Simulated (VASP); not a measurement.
## AlN: single point with PBE

The system is AlN.

```
Al N
1.0
     3.20433    0.00000    0.00000
    -1.60217    2.77503    0.00000
     0.00000    0.00000    4.90333
Al N
2 2
Direct
  0.33333 0.66667 0.00000
  0.66667 0.33333 0.50000
  0.33333 0.66667 0.38500
  0.66667 0.33333 0.88500
```

This cell differs from its parent crystal: strain +0.030 along x and y, -0.015 along z.

```yaml
Program: VASP 6.6.1
Task: single point
Functional: PBE
Potentials_or_basis: VASP PAW PBE potentials, release 64 (Al, N)
Cutoff: 520 eV
k_mesh: 12 × 12 × 6
Occupations: gaussian, width 0.05 eV
Spin: no spin polarisation
Dipole_correction: no
Further_INCAR_settings: ALGO = Normal; EDIFF = 1e-06; NBANDS = 16
```

| Quantity | Value |
| --- | --- |
| Pressure | -4.8 GPa |
| Largest force | 0.304 eV/Å |
| Band gap on the k mesh | 3.67 eV, direct |

Forces in eV/Å, atoms in the order of the input:
```
Al   0.000  0.000 -0.304
Al   0.000  0.000 -0.304
N    0.000  0.000  0.304
N    0.000  0.000  0.304
```

Stress tensor (GPa, compression positive):
```
-9.79  0.00  0.00
 0.00 -9.79  0.00
 0.00  0.00  5.10
```

Levels at points of the mesh, in eV from the valence-band top:
```tsv
k point	band 5	band 6	band 7	band 8	band 9	band 10	band 11	band 12
(0.00, 0.00, 0.00)	-1.20	-0.43	-0.43	0.00	3.67	5.72	10.26	10.26
(0.50, 0.00, 0.00)	-3.41	-2.38	-1.85	-0.82	5.27	5.84	7.64	9.82
(0.00, 0.00, 0.50)	-0.83	-0.83	-0.83	-0.83	5.78	5.78	10.00	10.00
(0.50, 0.00, 0.50)	-1.69	-1.69	-1.35	-1.35	5.11	5.11	8.90	8.90
```

Wall time 41 s on 1 thread of Intel Xeon 8259CL (shared host), peak memory 0.18 GiB.

Caveat: the cell differs from its parent crystal (strain +0.030 along x and y, -0.015 along z). A k mesh can miss the band edges.
